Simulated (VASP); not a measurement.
Here is a VASP 6.6.1 calculation.

Contents of INCAR:

```
PREC = Accurate ; ENCUT = 520
EDIFF = 1E-7 ; ISMEAR = 0
SIGMA = 0.15 ; LREAL = F
LASPH = T ; NELM = 60
ALGO = Normal ; ISIF = 2
LWAVE = F ; LCHARG = F
GGA = PS ; NBANDS = 12
```

Contents of KPOINTS:

```
Automatic mesh
0
Gamma
  22 22 22
```

POSCAR

```
Cu
1.0
    0.0000000000      1.8798000000      1.9521000000
    1.8798000000      0.0000000000      1.9521000000
    1.8798000000      1.8798000000      0.0000000000
Cu
1
Direct
    0.0000000000      0.0000000000      0.0000000000
```

Potentials or basis: VASP PAW PBE potentials, release 64 (Cu).

Command:

```sh
$ cat potpaw_PBE.64/Cu/POTCAR > POTCAR
$ mpirun -np 1 vasp_std > vasp.out
```

Predict the pressure.

-19.6 GPa.

Stress tensor (GPa, compression positive):
```
-19.05   0.00   0.00
  0.00 -19.05   0.00
  0.00   0.00 -20.66
```

Caveat: the cell differs from its parent crystal (strain +0.040 along x and y, +0.080 along z); the PAW data sets were made with another functional, which shifts forces and pressure a little.
